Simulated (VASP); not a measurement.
# KTaO3 (Pm-3m) in VASP: a series of runs, part 2 of 2

VASP 6.6.1. The steps go on from the part before.

### Step 3. Single point, PBE (volume scaled by 1.06)

Contents of INCAR:

```
ALGO = Normal
EDIFF = 1E-6
ENCUT = 520
GGA = PE
ISIF = 2
ISMEAR = 0
LASPH = T
LCHARG = F
LREAL = F
LWAVE = F
NBANDS = 27
NELM = 100
PREC = Accurate
SIGMA = 0.02
```

Contents of KPOINTS:

```
k-points
0
Gamma
  8 8 8
```

Contents of POSCAR:

```
KTaO3
1.0
    4.1033101204      0.0000000000      0.0000000000
    0.0000000000      4.1033101204      0.0000000000
    0.0000000000      0.0000000000      4.1033101204
K Ta O
1 1 3
Direct
    0.5000000000      0.5000000000      0.5000000000
    0.0000000000      0.0000000000      0.0000000000
    0.5000000000      0.0000000000      0.0000000000
    0.0000000000      0.5000000000      0.0000000000
    0.0000000000      0.0000000000      0.5000000000
```

Potentials or basis: VASP PAW PBE potentials, release 64 (K_sv, Ta_pv, O).

On the command line:

```
$ cat potpaw_PBE.64/K_sv/POTCAR potpaw_PBE.64/Ta_pv/POTCAR potpaw_PBE.64/O/POTCAR > POTCAR
$ mpirun -np 1 vasp_std > vasp.out
```

OUTCAR:

```text
EDIFF = 1E-6
   ENCUT = 520
   GGA = PE
   ISIF = 2
   ISMEAR = 0
   LASPH = T
   LREAL = F
   NELM = 100
   PREC = Accurate

 ion  position               nearest neighbor table
   1  0.500  0.500  0.500-   2 3.55   2 3.55   2 3.55   2 3.55   2 3.55   2 3.55   2 3.55   2 3.55

   2  0.000  0.000  0.000-   3 2.05   4 2.05   5 2.05   5 2.05   4 2.05   3 2.05   1 3.55   1 3.55
                             1 3.55   1 3.55   1 3.55   1 3.55   1 3.55   1 3.55
   3  0.500  0.000  0.000-   2 2.05   2 2.05
   4  0.000  0.500  0.000-   2 2.05   2 2.05
   5  0.000  0.000  0.500-   2 2.05   2 2.05

  LATTYP: Found a simple cubic cell.
 ALAT       =     4.1033101204

  Lattice vectors:

 A1 = (   4.1033101204,   0.0000000000,   0.0000000000)
 A2 = (   0.0000000000,   4.1033101204,   0.0000000000)
 A3 = (   0.0000000000,   0.0000000000,   4.1033101204)

Analysis of symmetry for initial positions (statically):
=====================================================================
 Subroutine PRICEL returns:
 Original cell was already a primitive cell.

 Routine SETGRP: Setting up the symmetry group for a
 simple cubic supercell.

 Subroutine GETGRP returns: Found 48 space group operations
 (whereof 48 operations were pure point group operations)
 out of a pool of 48 trial point group operations.

The static configuration has the point symmetry O_h .

Analysis of symmetry for dynamics (positions and initial velocities):
=====================================================================
 Subroutine PRICEL returns:
 Original cell was already a primitive cell.

 Routine SETGRP: Setting up the symmetry group for a
 simple cubic supercell.

 Subroutine GETGRP returns: Found 48 space group operations
 (whereof 48 operations were pure point group operations)
 out of a pool of 48 trial point group operations.

The dynamic configuration has the point symmetry O_h .

 Subroutine INISYM returns: Found 48 space group operations
 (whereof 48 operations are pure point group operations),
 and found     1 'primitive' translations

----------------------------------------------------------------------------------------

                                     Primitive cell

  volume of cell :      69.0881

  direct lattice vectors                    reciprocal lattice vectors
     4.103310120  0.000000000  0.000000000     0.243705684  0.000000000  0.000000000
     0.000000000  4.103310120  0.000000000     0.000000000  0.243705684  0.000000000
     0.000000000  0.000000000  4.103310120     0.000000000  0.000000000  0.243705684

  length of vectors
     4.103310120  4.103310120  4.103310120     0.243705684  0.243705684  0.243705684

  position of ions in fractional coordinates (direct lattice)
     0.500000000  0.500000000  0.500000000
     0.000000000  0.000000000  0.000000000
     0.500000000  0.000000000  0.000000000
     0.000000000  0.500000000  0.000000000
     0.000000000  0.000000000  0.500000000

  ion indices of the primitive-cell ions
   primitive index   ion index
                 1           1
                 2           2
                 3           3
                 4           4
                 5           5

[... 29 lines left out ...]
  0.125000  0.000000  0.000000      6.000000
  0.250000  0.000000  0.000000      6.000000
  0.375000  0.000000  0.000000      6.000000
  0.500000  0.000000  0.000000      3.000000
  0.125000  0.125000  0.000000     12.000000
[... 16 lines left out ...]
  0.375000  0.375000  0.125000     24.000000
  0.500000  0.375000  0.125000     24.000000
 [... further k-points ...]
   k-points           NKPTS =     35   k-points in BZ     NKDIM =     35   number of bands    NBANDS=     27
   number of dos      NEDOS =    301   number of ions     NIONS =      5
   total plane-waves  NPLWV =  32768
   dimension x,y,z NGX =    32 NGY =   32 NGZ =   32
   dimension x,y,z NGXF=    64 NGYF=   64 NGZF=   64
   ions per type =               1   1   3
   NGX,Y,Z   is equivalent  to a cutoff of  12.96, 12.96, 12.96 a.u.
   NGXF,Y,Z  is equivalent  to a cutoff of  25.93, 25.93, 25.93 a.u.
 SYSTEM =  unknown system
   PREC   = accura    normal or accurate (medium, high low for compatibility)
   ISTART =      0    job   : 0-new  1-cont  2-samecut
   ICHARG =      2    charge: 1-file 2-atom 10-const
   ISPIN  =      1    spin polarized calculation?
   LNONCOLLINEAR =      F non collinear calculations
   LSORBIT =      F    spin-orbit coupling
   LASPH  =      T    aspherical Exc in radial PAW
   ENCUT  =  520.0 eV  38.22 Ry    6.18 a.u.   7.63  7.63  7.63*2*pi/ulx,y,z
   NELM   =    100;   NELMIN=  2; NELMDL= -5     # of ELM steps
   EDIFF  = 0.1E-05   stopping-criterion for ELM
   LREAL  =      F    real-space projection
   EDIFFG = 0.1E-04   stopping-criterion for IOM
   NSW    =      0    number of steps for IOM
   IBRION =     -1    ionic relax: 0-MD 1-quasi-New 2-CG
   NFREE  =      0    steps in history (QN), initial steepest desc. (CG)
   ISIF   =      2    stress and relaxation
   ISYM   =      2    0-nonsym 1-usesym 2-fastsym
   POTIM  = 0.5000    time-step for ionic-motion
   TEBEG  =    0.0;   TEEND  =   0.0 temperature during run
   PSTRESS=    0.0 pullay stress
   NELECT =      38.0000    total number of electrons
   NUPDOWN=      -1.0000    fix difference up-down
   EMIN   =  10.00;   EMAX   =-10.00  energy-range for DOS
   EFERMI =   0.00;   METHOD = LEGACY
   ISMEAR =     0;   SIGMA  =   0.02  broadening in eV -4-tet -1-fermi 0-gaus
   EFERMI_NEDOS =   21; number of points for ismear=-14 and -15
   IALGO  =     38    algorithm
   IMIX   =      4    mixing-type and parameters
     AMIX     =   0.40;   BMIX     =  1.00
     AMIX_MAG =   1.60;   BMIX_MAG =  1.00
  volume/ion in A,a.u.               =      13.82        93.25
  Fermi-wavevector in a.u.,A,eV,Ry     =   1.341328  2.534743 24.479072  1.799161
  Thomas-Fermi vector in A             =   2.469570
   LORBIT       =      0    0 simple, 1 ext, 2 COOP (PROOUT), +10 PAW based schemes
   GGA     = PE    functional components
   LHFCALC =     F    Hartree Fock is set to
   AEXX    =    0.0000 exact exchange contribution
   IVDW    =     0    specifies the selected vdW correction
   LEPSILON=     F    determine dielectric tensor
   LRPA    =     F    only Hartree local field effects (RPA)
 non-spin polarized calculation
 Gauss-broadening in eV      SIGMA  =   0.02
  energy-cutoff  :      520.00
  volume of cell :       69.09
 maximum number of plane-waves:      1877
 NGX is ok and might be reduce to    32
   NGX = 15   NGY = 15   NGZ = 15

 number of electron      38.0000027 magnetization

 Free energy of the ion-electron system (eV)
  ---------------------------------------------------
  ext. energy  EPLUGINS =         0.00000000
  ---------------------------------------------------
  free energy    TOTEN  =       -40.96034362 eV

  energy without entropy =      -40.96034362  energy(sigma->0) =      -40.96034362

 E-fermi :   1.4051     XC(G=0): -10.4363

 val. band max:        1.2393090745   @ k =   0.5000   0.5000   0.5000
 cond. band min:       3.2207381189   @ k =   0.0000   0.0000   0.0000
 fundamental gap:      1.9814290444
 Fermi energy:         1.4051420892

 k-point     1 :       0.0000    0.0000    0.0000
  band No.  band energies     occupation
      1     -33.2695      2.00000
      2     -33.2695      2.00000
      3     -33.2695      2.00000
      4     -26.1670      2.00000
      5     -16.0055      2.00000
      6     -15.3347      2.00000
[... 709 lines left out ...]
     26      11.5173      0.00000
     27      11.6641      0.00000

 [... further k-points ...]

------------------------ aborting loop because EDIFF is reached ----------------------------------------

  FORCE on cell =-STRESS in cart. coord.  units (eV):
  Direction    XX          YY          ZZ          XY          YZ          ZX
  --------------------------------------------------------------------------------------
  -------------------------------------------------------------------------------------
  Total       -3.9685424     -3.9685424     -3.9685424     -0.0000000      0.0000000     -0.0000000
  in kB      -92.0319423    -92.0319423    -92.0319423     -0.0000000      0.0000000     -0.0000000
  external PRESSURE =     -92.0319423 kB  Pullay stress =       0.0000000 kB

 VOLUME and BASIS-vectors are now :
 -----------------------------------------------------------------------------
  energy-cutoff  :      520.00
  volume of cell :       69.09
      direct lattice vectors                 reciprocal lattice vectors
     4.103310120  0.000000000  0.000000000     0.243705684  0.000000000  0.000000000
     0.000000000  4.103310120  0.000000000     0.000000000  0.243705684  0.000000000
     0.000000000  0.000000000  4.103310120     0.000000000  0.000000000  0.243705684

 POSITION                                       TOTAL-FORCE (eV/Angst)
 -----------------------------------------------------------------------------------
      2.05166      2.05166      2.05166         0.000000      0.000000      0.000000
      0.00000      0.00000      0.00000         0.000000      0.000000      0.000000
      2.05166      0.00000      0.00000         0.000000      0.000000      0.000000
      0.00000      2.05166      0.00000         0.000000      0.000000      0.000000
      0.00000      0.00000      2.05166         0.000000      0.000000      0.000000
 -----------------------------------------------------------------------------------
    total drift:                                0.000000      0.000000     -0.000000

  FREE ENERGIE OF THE ION-ELECTRON SYSTEM (eV)
  ---------------------------------------------------
  free  energy   TOTEN  =       -40.9603436156 eV

  energy  without entropy=      -40.9603436156  energy(sigma->0) =      -40.96034362
```

stdout:

```text
POSCAR found type information on POSCAR K TaO
 POSCAR found :  3 types and       5 ions
 scaLAPACK will be used
 LDA part: xc-table for (Slater+PW92), standard interpolation
 POSCAR, INCAR and KPOINTS ok, starting setup
 FFT: planning ... GRIDC
 FFT: planning ... GRID_SOFT
 FFT: planning ... GRID
 WAVECAR not read
 entering main loop
```

Wall time 39 s (1 thread of AMD EPYC 9R45 (Zen 5), shared host); peak memory 0.18 GiB.

Results:

```
Free energy            : -40.9603 eV
Pressure               : -9.2 GPa
Band gap on the k mesh : 1.98 eV, indirect (least direct gap 2.62 eV)
```

Levels at points of the mesh, in eV from the valence-band top:
| k point | band 15 | band 16 | band 17 | band 18 | band 19 | band 20 | band 21 | band 22 | band 23 | band 24 |
| --- | --- | --- | --- | --- | --- | --- | --- | --- | --- | --- |
| (0.00, 0.00, 0.00) | -0.93 | -0.93 | -0.64 | -0.64 | -0.64 | 1.98 | 1.98 | 1.98 | 5.82 | 5.82 |
| (0.50, 0.00, 0.00) | -2.30 | -1.96 | -1.31 | -0.83 | -0.83 | 2.10 | 4.47 | 4.47 | 5.85 | 7.34 |
| (0.50, 0.50, 0.00) | -2.54 | -1.79 | -1.33 | -1.33 | -0.03 | 4.50 | 4.50 | 5.64 | 6.60 | 9.75 |
| (0.50, 0.50, 0.50) | -3.63 | -3.63 | 0.00 | 0.00 | 0.00 | 5.73 | 5.73 | 5.73 | 8.66 | 8.66 |

Caveat: spin-orbit coupling is left out, which moves the levels of the heavy elements. A k mesh can miss the band edges.

### Step 4. Single point, PBE (volume scaled by 1.10)

Contents of INCAR:

```
SYSTEM = KTaO3
PREC = Accurate
ENCUT = 520
EDIFF = 1E-6
ISMEAR = 0
SIGMA = 0.02
LREAL = .False.
LASPH = .True.
NELM = 80
ALGO = Normal
ISIF = 2
LWAVE = .False.
LCHARG = .False.
GGA = PE
NBANDS = 27
```

Contents of KPOINTS:

```
Automatic mesh
0
Gamma
  8 8 8
  0 0 0
```

Changes to POSCAR since step 3:

```diff
@@ -2,5 +2,5 @@
 1.0
-    4.1033101204      0.0000000000      0.0000000000
-    0.0000000000      4.1033101204      0.0000000000
-    0.0000000000      0.0000000000      4.1033101204
+    4.1542881295      0.0000000000      0.0000000000
+    0.0000000000      4.1542881295      0.0000000000
+    0.0000000000      0.0000000000      4.1542881295
 K Ta O
```

On the command line:

```
$ cat potpaw_PBE.64/K_sv/POTCAR potpaw_PBE.64/Ta_pv/POTCAR potpaw_PBE.64/O/POTCAR > POTCAR
$ mpirun -np 1 vasp_std > vasp.out
```

Wall time 39 s (1 thread of AMD EPYC 9R45 (Zen 5), shared host); peak memory 0.18 GiB.

Results (log left out):

```yaml
Free_energy: -40.7719 eV
Pressure: -14.1 GPa
Band_gap_on_the_k_mesh: 1.89 eV, indirect (least direct gap 2.53 eV)
```

Levels at points of the mesh, in eV from the valence-band top:
| k point | band 16 | band 17 | band 18 | band 19 | band 20 | band 21 | band 22 | band 23 |
| --- | --- | --- | --- | --- | --- | --- | --- | --- |
| (0.00, 0.00, 0.00) | -0.88 | -0.64 | -0.64 | -0.64 | 1.89 | 1.89 | 1.89 | 5.43 |
| (0.50, 0.00, 0.00) | -1.89 | -1.24 | -0.81 | -0.81 | 2.00 | 4.24 | 4.24 | 5.46 |
| (0.50, 0.50, 0.00) | -1.83 | -1.28 | -1.28 | -0.03 | 4.26 | 4.26 | 5.34 | 6.17 |
| (0.50, 0.50, 0.50) | -3.51 | 0.00 | 0.00 | 0.00 | 5.42 | 5.42 | 5.42 | 8.55 |

Caveat: spin-orbit coupling is left out, which moves the levels of the heavy elements.

### Step 5. Summary

| cell | gap on the mesh (eV) | pressure (GPa) |
| --- | --- | --- |
| a = 4.064 Å, 5 atoms | 2.05 | -4.7 |
| a = 4.103 Å, 5 atoms | 1.98 | -9.2 |
| a = 4.154 Å, 5 atoms | 1.89 | -14.1 |

Alike in all rows: task single point; level PBE; potentials or basis VASP PAW PBE potentials, release 64 (K_sv, Ta_pv, O); no spin polarisation; k mesh 8 × 8 × 8; cutoff (eV) 520; smearing gaussian 0.02 eV.

Caveats: spin-orbit coupling is left out, which moves the levels of the heavy elements.

Total energies depend on the potentials used, so only differences within one code and one set of settings carry meaning.
